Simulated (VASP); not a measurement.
# Si5C (P-62m) in VASP: notebook, part 2 of 2

VASP 6.6.1. Earlier steps stand in the parts before.

## Step 3: Relaxation of cell and atoms, PBE

This run uses another cell than the first one, of 12.82 Å³/atom.

INCAR

```
  PREC = Accurate
  ENCUT = 600
  EDIFF = 1E-6
  ISMEAR = 0
  SIGMA = 0.1
  LREAL = F
  LASPH = T
  NELM = 80
  ALGO = Normal
  ISIF = 3
  LWAVE = F
  LCHARG = F
  GGA = PE
  IBRION = 2
  NSW = 100
  EDIFFG = -0.01
```

KPOINTS

```
Automatic mesh
0
Gamma
  12 12 10
```

POSCAR

```
Si5C
1.0
    4.5290423360      0.0000000000      0.0000000000
   -2.2645211680      3.9222657178      0.0000000000
    0.0000000000      0.0000000000      4.3304995600
Si C
5 1
Direct
    0.3333333333      0.6666666667      0.0000000000
    0.6666666667      0.3333333333      0.0000000000
    0.6765835668      0.6765835668      0.5000000000
    0.3234164332      0.0000000000      0.5000000000
    0.0000000000      0.3234164332      0.5000000000
    0.0000000000      0.0000000000      0.0000000000
```

Potentials or basis: VASP PAW PBE potentials, release 64 (Si, C).

On the command line:

```bash
$ cat potpaw_PBE.64/Si/POTCAR potpaw_PBE.64/C/POTCAR > POTCAR
$ mpirun -np 1 vasp_std > vasp.out
```

OUTCAR:

```text
PREC = Accurate
   ENCUT = 600
   EDIFF = 1E-6
   ISMEAR = 0
   LREAL = F
   LASPH = T
   NELM = 80
   ISIF = 3
   GGA = PE
   IBRION = 2
   NSW = 100
   EDIFFG = -0.01

 ion  position               nearest neighbor table
   1  0.333  0.667  0.000-   2 2.61   2 2.61   2 2.61   4 2.65   4 2.65   5 2.65   5 2.65   3 2.65
                             3 2.65
   2  0.667  0.333  0.000-   1 2.61   1 2.61   1 2.61   5 2.65   5 2.65   4 2.65   4 2.65   3 2.65
                             3 2.65
   3  0.677  0.677  0.500-   4 2.54   5 2.54   1 2.65   1 2.65   2 2.65   2 2.65   4 2.65   5 2.65
                             5 2.65   4 2.65
   4  0.323  0.000  0.500-   5 2.54   3 2.54   1 2.65   1 2.65   2 2.65   2 2.65   3 2.65   5 2.65
                             5 2.65   3 2.65
   5  0.000  0.323  0.500-   4 2.54   3 2.54   2 2.65   2 2.65   1 2.65   1 2.65   4 2.65   3 2.65
                             3 2.65   4 2.65
   6  0.000  0.000  0.000-

  LATTYP: Found a hexagonal cell.
 ALAT       =     4.5290423360
 C/A-ratio  =     0.9561623051

  Lattice vectors:

 A1 = (   4.5290423360,   0.0000000000,   0.0000000000)
 A2 = (  -2.2645211680,   3.9222657178,   0.0000000000)
 A3 = (   0.0000000000,   0.0000000000,   4.3304995600)

Analysis of symmetry for initial positions (statically):
=====================================================================
 Subroutine PRICEL returns:
 Original cell was already a primitive cell.

[... 292 lines left out ...]
  free  energy   TOTEN  =       -29.7252032583 eV

  energy  without entropy=      -29.7116960547  energy(sigma->0) =      -29.71844966

[... ionic steps 4 to 16 ...]

--------------------------------------- Ionic step       17  -------------------------------------------

 number of electron      24.0000001 magnetization

------------------------ aborting loop because EDIFF is reached ----------------------------------------
[... 75 lines left out ...]
--------------------------------------- Ionic step       19  -------------------------------------------

 number of electron      24.0000001 magnetization

 Free energy of the ion-electron system (eV)
  ---------------------------------------------------
  ext. energy  EPLUGINS =         0.00000000
  ---------------------------------------------------
  free energy    TOTEN  =       -29.75111054 eV

  energy without entropy =      -29.74075499  energy(sigma->0) =      -29.74593277

 E-fermi :  10.1378     XC(G=0): -11.4366

 val. band max:       10.1296542676   @ k =   0.0833   0.0833   0.0000
 cond. band min:      10.1499945315   @ k =   0.0000   0.0000   0.1000
 fundamental gap:      0.0203402639
 Fermi energy:        10.1378116546

 k-point     1 :       0.0000    0.0000    0.0000
  band No.  band energies     occupation
      1      -4.9407      2.00000
      2       0.7859      2.00000
      3       2.7296      2.00000
      4       3.3033      2.00000
      5       4.3679      2.00000
      6       4.6872      2.00000
[... 433 lines left out ...]
      3       1.1971      2.00000
      4       2.2442      2.00000
      5       2.8962      2.00000
      6       4.3237      2.00000
[... 8 lines left out ...]
     15      11.3291      0.00000
     16      13.0633      0.00000

 [... further k-points ...]
[... 5 lines left out ...]
  --------------------------------------------------------------------------------------
  -------------------------------------------------------------------------------------
  Total        0.0503563      0.0503563     -0.0300959     -0.0000000      0.0000000      0.0000000
  in kB        1.0434036      1.0434036     -0.6236007     -0.0000000      0.0000000      0.0000000
  external PRESSURE =       0.4877355 kB  Pullay stress =       0.0000000 kB
[... 21 lines left out ...]
  FREE ENERGIE OF THE ION-ELECTRON SYSTEM (eV)
  ---------------------------------------------------
  free  energy   TOTEN  =       -29.7511105402 eV

  energy  without entropy=      -29.7407549944  energy(sigma->0) =      -29.74593277

 reached required accuracy - stopping structural energy minimisation
```

OSZICAR:

```text
N       E                     dE             d eps       ncg     rms          rms(c)
DAV:   1     0.559268638219E+02    0.55927E+02   -0.11449E+04  3648   0.148E+03
DAV:   2    -0.264175143140E+02   -0.82344E+02   -0.80630E+02  4880   0.179E+02
[... 136 lines left out ...]
  18 F= -.29751050E+02 E0= -.29745891E+02  d E =-.161334E-03
       N       E                     dE             d eps       ncg     rms          rms(c)
DAV:   1    -0.297511566037E+02   -0.10680E-03   -0.26540E-03  4480   0.309E-01    0.448E-02
DAV:   2    -0.297511253400E+02    0.31264E-04   -0.11494E-04  4784   0.633E-02    0.225E-02
DAV:   3    -0.297511136495E+02    0.11691E-04   -0.33580E-05  5008   0.298E-02    0.120E-02
DAV:   4    -0.297511103199E+02    0.33296E-05   -0.10511E-05  4656   0.182E-02    0.384E-03
DAV:   5    -0.297511105402E+02   -0.22032E-06   -0.49720E-07  1960   0.497E-03
  19 F= -.29751111E+02 E0= -.29745933E+02  d E =-.221865E-03
```

Run time: 24 min. Hardware: 1 thread of Intel Xeon Platinum 8488C (Sapphire Rapids), shared host; peak memory 0.3 GiB.

Results:

```yaml
Free_energy: -29.7511 eV
Relaxed_volume: 12.89 Å³/atom
Relaxed_cell: a = 4.441 Å, b = 4.441 Å, c = 4.527 Å, α = 90.00°, β = 90.00°, γ = 120.00°
Space_group_after_relaxing_to_0.1_Å: P-62m (No. 189)
Energy_gained_by_relaxing: 5.2 meV/atom
Ionic_steps: 19
Pressure_after_relaxing: 0.0 GPa
Largest_force_after_relaxing: 0.005 eV/Å
Band_gap_on_the_k_mesh: zero (bands 12 and 13 overlap by 5.02 eV)
```

Forces on the atoms (eV/Å):
```
Si   0.000  0.000  0.000
Si   0.000  0.000  0.000
Si   0.003  0.005  0.000
Si  -0.005  0.000  0.000
Si   0.003 -0.005  0.000
C    0.000  0.000  0.000
```

The path:
```csv
step,energy change (eV),largest force (eV/Å),pressure (GPa),volume (Å³)
1,0.0000,0.0578,0.10,76.93
2,-0.0015,0.0195,0.00,77.01
3,-0.0052,0.1066,-0.23,77.27
4,0.0005,0.3864,-0.46,77.76
5,-0.0056,0.1610,-0.29,77.37
6,-0.0061,0.1722,-0.28,77.37
7,-0.0076,0.2053,-0.26,77.40
8,-0.0100,0.2699,-0.19,77.44
9,-0.0108,0.4028,-0.02,77.52
10,-0.0115,0.3283,-0.11,77.48
11,-0.0145,0.3214,-0.09,77.48
12,-0.0206,0.2990,-0.01,77.48
13,-0.0211,0.2900,0.06,77.47
14,-0.0251,0.2191,-0.02,77.49
15,-0.0308,0.0224,-0.20,77.54
16,-0.0309,0.0009,-0.22,77.55
17,-0.0309,0.0044,-0.22,77.55
18,-0.0310,0.0049,-0.09,77.44
19,-0.0311,0.0053,0.05,77.32
```

Final structure:
```
Si C
1.0
     4.44089    0.00000    0.00000
    -2.22044    3.84592    0.00000
     0.00000    0.00000    4.52733
Si C
5 1
Direct
  0.33333 0.66667 0.00000
  0.66667 0.33333 0.00000
  0.67357 0.67357 0.50000
  0.32643 0.00000 0.50000
  0.00000 0.32643 0.50000
  0.00000 0.00000 0.00000
```
